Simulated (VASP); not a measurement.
Write the native input for VASP 6.6.1 that does the following.

```yaml
Task: single point
Functional: PBEsol
Potentials_or_basis: VASP PAW PBE potentials, release 64 (Nb_sv)
Cutoff: 520 eV
k_mesh: 22 × 22 × 22
Occupations: gaussian, width 0.15 eV
Spin: no spin polarisation
Dipole_correction: no
Further_INCAR_settings: ALGO = Fast; EDIFF = 1e-06; NBANDS = 12
```

The structure of Nb lies in POSCAR:

```
Nb
1.0
   -1.5658369003      1.5658369003      1.8790042803
    1.5658369003     -1.5658369003      1.8790042803
    1.5658369003      1.5658369003     -1.8790042803
Nb
1
Direct
    0.0000000000      0.0000000000      0.0000000000
```

This cell differs from its parent crystal: ratio of the length along z to the lengths across it x 1.2, volume and fractional coordinates fixed.

These files were run (other wordings do the same):

INCAR

```
SYSTEM = Nb
PREC = Accurate
ENCUT = 520
EDIFF = 1E-6
ISMEAR = 0
SIGMA = 0.15
LREAL = .False.
LASPH = .True.
NELM = 100
ALGO = Fast
ISIF = 2
LWAVE = .False.
LCHARG = .True.
GGA = PS
LELF = .True.
LVHAR = .True.
NBANDS = 12
```

KPOINTS

```
Automatic mesh
0
Gamma
  22 22 22
  0 0 0
```

Potentials or basis: VASP PAW PBE potentials, release 64 (Nb_sv).

Run with:

```sh
$ cat potpaw_PBE.64/Nb_sv/POTCAR > POTCAR
$ mpirun -np 1 vasp_std > vasp.out
```

It gave:

```json
{
 "Pressure": "-6.3 GPa"
}
```

Caveat: the PAW data sets were made with another functional, which shifts forces and pressure a little.

It took 95 s on 1 thread of Intel(R) Xeon(R) 6975P-C (Granite Rapids), on a shared host, peak memory 0.29 GiB.
